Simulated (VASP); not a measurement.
# TiO (P-62m) in VASP: a series of runs

TiO is run at these levels: PBEsol; tasks: single point.

Everything below comes from runs of VASP 6.6.1. Logs are shortened: lines on timing, memory, paths and dates and some standing lists are left out, and cuts for length are marked.

**1. The cell of the first run**

It takes space group P-62m (No. 189, hexagonal). The conventional cell has a = 4.952 Å, b = 4.952 Å, c = 2.843 Å, α = 90.00°, β = 90.00°, γ = 120.00°. Ti (site symmetry -6) has 6 O at 2.08 Å within 2.8 Å. Within 2.6 Å of Ti (site symmetry -62m) lie 3 O at 1.96 Å. O (site symmetry m2m) has 5 Ti at 1.96 to 2.08 Å within 2.6 Å.

**2. Single point, PBEsol**

INCAR reads:

```
SYSTEM = TiO
PREC     = Accurate       ! precision mode
ENCUT    = 520            ! plane-wave cutoff, eV
EDIFF    = 1E-7           ! SCF threshold, eV
ISMEAR   = 0              ! smearing method
SIGMA    = 0.1            ! smearing width, eV
LREAL    = .FALSE.        ! projectors in reciprocal space
LASPH    = .TRUE.         ! aspherical terms in the spheres
NELM     = 60             ! most SCF steps
ALGO     = Normal         ! electronic algorithm
ISIF     = 2              ! what is computed and relaxed
LWAVE    = .FALSE.        ! write WAVECAR
LCHARG   = .FALSE.        ! write CHGCAR
GGA      = PS             ! functional
NBANDS   = 36             ! bands
```

KPOINTS reads:

```
regular mesh
0
G
  6 6 6
  0 0 0
```

POSCAR reads:

```
TiO
1.0
    4.9522046236      0.0000000000      0.0000000000
   -2.4761023118      4.2887350088      0.0000000000
    0.0000000000      0.0000000000      2.8428319341
Ti O
3 3
Direct
    0.6666666667      0.3333333333      0.5000000000
    0.3333333333      0.6666666667      0.5000000000
    0.0000000000      0.0000000000      0.0000000000
    0.6049230617      0.6049230617      0.0000000000
    0.3950769383      0.0000000000      0.0000000000
    0.0000000000      0.3950769383      0.0000000000
```

Potentials or basis: VASP PAW PBE potentials, release 64 (Ti_sv, O).

The run is started by

```sh
cat potpaw_PBE.64/Ti_sv/POTCAR potpaw_PBE.64/O/POTCAR > POTCAR
mpirun -np 1 vasp_std > vasp.out
```

OUTCAR:

```text
SYSTEM = TiO
   PREC = Accurate
   ENCUT = 520
   EDIFF = 1E-7
   ISMEAR = 0
   LREAL = .FALSE.
   LASPH = .TRUE.
   NELM = 60
   ISIF = 2
   GGA = PS

 ion  position               nearest neighbor table
   1  0.667  0.333  0.500-   6 2.08   6 2.08   5 2.08   5 2.08   4 2.08   4 2.08   2 2.86   2 2.86
                             2 2.86
   2  0.333  0.667  0.500-   5 2.08   5 2.08   6 2.08   6 2.08   4 2.08   4 2.08   1 2.86   1 2.86
                             1 2.86
   3  0.000  0.000  0.000-   5 1.96   4 1.96   6 1.96
   4  0.605  0.605  0.000-   3 1.96   2 2.08   2 2.08   1 2.08   1 2.08
   5  0.395  0.000  0.000-   3 1.96   2 2.08   2 2.08   1 2.08   1 2.08
   6  0.000  0.395  0.000-   3 1.96   1 2.08   1 2.08   2 2.08   2 2.08

  LATTYP: Found a hexagonal cell.
 ALAT       =     4.9522046236
 C/A-ratio  =     0.5740538104

  Lattice vectors:

 A1 = (   4.9522046236,   0.0000000000,   0.0000000000)
 A2 = (  -2.4761023118,   4.2887350088,   0.0000000000)
 A3 = (   0.0000000000,   0.0000000000,   2.8428319341)

Analysis of symmetry for initial positions (statically):
=====================================================================
 Subroutine PRICEL returns:
 Original cell was already a primitive cell.

 Routine SETGRP: Setting up the symmetry group for a
 hexagonal supercell.

 Subroutine GETGRP returns: Found 12 space group operations
 (whereof 12 operations were pure point group operations)
 out of a pool of 24 trial point group operations.

The static configuration has the point symmetry D_3h.

Analysis of symmetry for dynamics (positions and initial velocities):
=====================================================================
 Subroutine PRICEL returns:
 Original cell was already a primitive cell.

 Routine SETGRP: Setting up the symmetry group for a
 hexagonal supercell.

 Subroutine GETGRP returns: Found 12 space group operations
 (whereof 12 operations were pure point group operations)
 out of a pool of 24 trial point group operations.

The dynamic configuration has the point symmetry D_3h.

 Subroutine INISYM returns: Found 12 space group operations
 (whereof 12 operations are pure point group operations),
 and found     1 'primitive' translations

----------------------------------------------------------------------------------------

                                     Primitive cell

  volume of cell :      60.3780

  direct lattice vectors                    reciprocal lattice vectors
     4.952204624  0.000000000  0.000000000     0.201930267  0.116584494  0.000000000
    -2.476102312  4.288735009  0.000000000     0.000000000  0.233168988  0.000000000
     0.000000000  0.000000000  2.842831934     0.000000000  0.000000000  0.351761913

  length of vectors
     4.952204624  4.952204624  2.842831934     0.233168988  0.233168988  0.351761913

  position of ions in fractional coordinates (direct lattice)
     0.666666667  0.333333333  0.500000000
     0.333333333  0.666666667  0.500000000
     0.000000000  0.000000000  0.000000000
     0.604923062  0.604923062  0.000000000
     0.395076938  0.000000000  0.000000000
     0.000000000  0.395076938  0.000000000

  ion indices of the primitive-cell ions
   primitive index   ion index
                 1           1
                 2           2
                 3           3
                 4           4
                 5           5
                 6           6

----------------------------------------------------------------------------------------

 KPOINTS: regular mesh

Automatic generation of k-mesh.
 Grid dimensions read from file:
 generate k-points for:    6    6    6

 Generating k-lattice:

  Cartesian coordinates                     Fractional coordinates (reciprocal lattice)
     0.033655044  0.019430749  0.000000000     0.166666667  0.000000000  0.000000000
     0.000000000  0.038861498  0.000000000     0.000000000  0.166666667  0.000000000
     0.000000000  0.000000000  0.058626986     0.000000000  0.000000000  0.166666667

  Length of vectors
     0.038861498  0.038861498  0.058626986

  Shift w.r.t. Gamma in fractional coordinates (k-lattice)
     0.000000000  0.000000000  0.000000000

 Subroutine IBZKPT returns following result:
 ===========================================

 Found     28 irreducible k-points:

 Following reciprocal coordinates:
            Coordinates               Weight
  0.000000  0.000000  0.000000      1.000000
  0.166667  0.000000  0.000000      6.000000
  0.333333  0.000000  0.000000      6.000000
  0.500000  0.000000  0.000000      3.000000
  0.166667  0.166667  0.000000      6.000000
  0.333333  0.166667  0.000000     12.000000
[... 16 lines left out ...]
  0.166667  0.000000  0.500000      6.000000
  0.333333  0.000000  0.500000      6.000000
 [... further k-points ...]
   k-points           NKPTS =     28   k-points in BZ     NKDIM =     28   number of bands    NBANDS=     36
   number of dos      NEDOS =    301   number of ions     NIONS =      6
   total plane-waves  NPLWV =  38400
   dimension x,y,z NGX =    40 NGY =   40 NGZ =   24
   dimension x,y,z NGXF=    80 NGYF=   80 NGZF=   48
   ions per type =               3   3
   NGX,Y,Z   is equivalent  to a cutoff of  13.43, 13.43, 14.03 a.u.
   NGXF,Y,Z  is equivalent  to a cutoff of  26.86, 26.86, 28.07 a.u.
 SYSTEM =  TiO
   PREC   = accura    normal or accurate (medium, high low for compatibility)
   ISTART =      0    job   : 0-new  1-cont  2-samecut
   ICHARG =      2    charge: 1-file 2-atom 10-const
   ISPIN  =      1    spin polarized calculation?
   LNONCOLLINEAR =      F non collinear calculations
   LSORBIT =      F    spin-orbit coupling
   LASPH  =      T    aspherical Exc in radial PAW
   ENCUT  =  520.0 eV  38.22 Ry    6.18 a.u.   9.21  9.21  5.29*2*pi/ulx,y,z
   NELM   =     60;   NELMIN=  2; NELMDL= -5     # of ELM steps
   EDIFF  = 0.1E-06   stopping-criterion for ELM
   LREAL  =      F    real-space projection
   EDIFFG = 0.1E-05   stopping-criterion for IOM
   NSW    =      0    number of steps for IOM
   IBRION =     -1    ionic relax: 0-MD 1-quasi-New 2-CG
   NFREE  =      0    steps in history (QN), initial steepest desc. (CG)
   ISIF   =      2    stress and relaxation
   ISYM   =      2    0-nonsym 1-usesym 2-fastsym
   POTIM  = 0.5000    time-step for ionic-motion
   TEBEG  =    0.0;   TEEND  =   0.0 temperature during run
   PSTRESS=    0.0 pullay stress
   NELECT =      54.0000    total number of electrons
   NUPDOWN=      -1.0000    fix difference up-down
   EMIN   =  10.00;   EMAX   =-10.00  energy-range for DOS
   EFERMI =   0.00;   METHOD = LEGACY
   ISMEAR =     0;   SIGMA  =   0.10  broadening in eV -4-tet -1-fermi 0-gaus
   EFERMI_NEDOS =   21; number of points for ismear=-14 and -15
   IALGO  =     38    algorithm
   IMIX   =      4    mixing-type and parameters
     AMIX     =   0.40;   BMIX     =  1.00
     AMIX_MAG =   1.60;   BMIX_MAG =  1.00
  volume/ion in A,a.u.               =      10.06        67.91
  Fermi-wavevector in a.u.,A,eV,Ry     =   1.577296  2.980656 33.849409  2.487861
  Thomas-Fermi vector in A             =   2.677999
   LORBIT       =      0    0 simple, 1 ext, 2 COOP (PROOUT), +10 PAW based schemes
   GGA     = PS    functional components
   LHFCALC =     F    Hartree Fock is set to
   AEXX    =    0.0000 exact exchange contribution
   IVDW    =     0    specifies the selected vdW correction
   LEPSILON=     F    determine dielectric tensor
   LRPA    =     F    only Hartree local field effects (RPA)
 non-spin polarized calculation
 Gauss-broadening in eV      SIGMA  =   0.10
  energy-cutoff  :      520.00
  volume of cell :       60.38
 maximum number of plane-waves:      1644
 NGX is ok and might be reduce to    40
   NGX = 19   NGY = 19   NGZ = 11

 number of electron      54.0000001 magnetization

 Free energy of the ion-electron system (eV)
  ---------------------------------------------------
  ext. energy  EPLUGINS =         0.00000000
  ---------------------------------------------------
  free energy    TOTEN  =       -56.86626045 eV

  energy without entropy =      -56.86259285  energy(sigma->0) =      -56.86442665

 E-fermi :  10.8925     XC(G=0): -12.8345

 val. band max:       10.7220000417   @ k =   0.1667   0.1667   0.5000
 cond. band min:      10.9457739933   @ k =   0.1667   0.0000   0.0000
 fundamental gap:      0.2237739517
 Fermi energy:        10.8924517416

 k-point     1 :       0.0000    0.0000    0.0000
  band No.  band energies     occupation
      1     -47.1511      2.00000
      2     -47.0608      2.00000
      3     -46.5768      2.00000
      4     -23.7516      2.00000
      5     -23.7516      2.00000
      6     -23.4285      2.00000
[... 28 lines left out ...]
     35      12.7020      0.00000
     36      12.9196      0.00000

 k-point     2 :       0.1667    0.0000    0.0000
  band No.  band energies     occupation
      1     -47.1455      2.00000
      2     -47.0660      2.00000
      3     -46.5773      2.00000
      4     -23.7744      2.00000
      5     -23.7472      2.00000
      6     -23.4023      2.00000
[... 28 lines left out ...]
     35      12.7785      0.00000
     36      13.2961      0.00000

 k-point     3 :       0.3333    0.0000    0.0000
  band No.  band energies     occupation
      1     -47.1311      2.00000
      2     -47.0796      2.00000
      3     -46.5782      2.00000
      4     -23.8130      2.00000
      5     -23.7040      2.00000
      6     -23.4178      2.00000
[... 28 lines left out ...]
     35      12.9636      0.00000
     36      13.1287      0.00000
[... 742 lines left out ...]
 k-point    23 :       0.1667    0.0000    0.5000
  band No.  band energies     occupation
      1     -47.0763      2.00000
      2     -47.0043      2.00000
      3     -46.5269      2.00000
      4     -24.0773      2.00000
      5     -23.8444      2.00000
      6     -23.5906      2.00000
[... 28 lines left out ...]
     35      13.0791      0.00000
     36      13.1514      0.00000

 k-point    24 :       0.3333    0.0000    0.5000
  band No.  band energies     occupation
      1     -47.0639      2.00000
      2     -47.0168      2.00000
      3     -46.5269      2.00000
      4     -24.0563      2.00000
      5     -23.8864      2.00000
      6     -23.6035      2.00000
[... 28 lines left out ...]
     35      13.3603      0.00000
     36      13.6142      0.00000

 [... further k-points ...]

------------------------ aborting loop because EDIFF is reached ----------------------------------------

  FORCE on cell =-STRESS in cart. coord.  units (eV):
  Direction    XX          YY          ZZ          XY          YZ          ZX
  --------------------------------------------------------------------------------------
  -------------------------------------------------------------------------------------
  Total        0.3025476      0.3025476      0.2630009      0.0000000      0.0000000      0.0000000
  in kB        8.0283309      8.0283309      6.9789306      0.0000000      0.0000000      0.0000000
  external PRESSURE =       7.6785308 kB  Pullay stress =       0.0000000 kB

 VOLUME and BASIS-vectors are now :
 -----------------------------------------------------------------------------
  energy-cutoff  :      520.00
  volume of cell :       60.38
      direct lattice vectors                 reciprocal lattice vectors
     4.952204624  0.000000000  0.000000000     0.201930267  0.116584494  0.000000000
    -2.476102312  4.288735009  0.000000000     0.000000000  0.233168988  0.000000000
     0.000000000  0.000000000  2.842831934     0.000000000  0.000000000  0.351761913

 POSITION                                       TOTAL-FORCE (eV/Angst)
 -----------------------------------------------------------------------------------
      2.47610      1.42958      1.42142         0.000000      0.000000     -0.000000
     -0.00000      2.85916      1.42142         0.000000      0.000000     -0.000000
      0.00000      0.00000      0.00000         0.000000      0.000000     -0.000000
      1.49785      2.59435      0.00000        -0.006690     -0.011587     -0.000000
      1.95650      0.00000      0.00000         0.013379      0.000000      0.000000
     -0.97825      1.69438      0.00000        -0.006690      0.011587     -0.000000
 -----------------------------------------------------------------------------------
    total drift:                               -0.000001     -0.000002      0.000001

  FREE ENERGIE OF THE ION-ELECTRON SYSTEM (eV)
  ---------------------------------------------------
  free  energy   TOTEN  =       -56.8662604493 eV

  energy  without entropy=      -56.8625928515  energy(sigma->0) =      -56.86442665
```

It took 56 s on 1 thread of Intel Xeon Platinum 8488C (Sapphire Rapids), shared host; peak memory 0.2 GiB.

Results:

```yaml
Free_energy: -56.8663 eV
Pressure: 0.8 GPa
Largest_force: 0.013 eV/Å
Band_gap_on_the_k_mesh: zero (band 27 reaches 11.55 eV, above the bottom of band 28 at 10.04 eV)
```

Forces on the atoms (eV/Å):
```
Ti   0.000  0.000  0.000
Ti   0.000  0.000  0.000
Ti   0.000  0.000  0.000
O   -0.007 -0.012  0.000
O    0.013  0.000  0.000
O   -0.007  0.012  0.000
```

Stress tensor (GPa, compression positive):
```
0.80 0.00 0.00
0.00 0.80 0.00
0.00 0.00 0.70
```

Levels at points of the mesh, in eV from the Fermi level:
| k point | band 24 | band 25 | band 26 | band 27 | band 28 | band 29 | band 30 | band 31 |
| --- | --- | --- | --- | --- | --- | --- | --- | --- |
| (0.00, 0.00, 0.00) | -5.58 | -3.47 | -0.86 | -0.85 | -0.85 | 0.32 | 0.32 | 0.84 |
| (0.50, 0.00, 0.00) | -5.32 | -2.53 | -2.13 | -1.83 | 0.41 | 0.93 | 1.14 | 1.43 |
| (0.00, 0.00, 0.50) | -5.80 | -2.02 | -2.02 | 0.66 | 1.07 | 1.07 | 1.22 | 1.22 |
| (0.50, 0.00, 0.50) | -5.46 | -2.07 | -1.45 | -0.55 | 0.51 | 0.67 | 1.66 | 1.69 |

Caveat: the k points lie up to 0.37 Å⁻¹ apart; the PAW data sets were made with another functional, which shifts forces and pressure a little; semilocal functionals often make such compounds metallic where correlation or magnetic order opens a gap, which also shifts bond lengths.

(Part 1 of 2 ends here.)
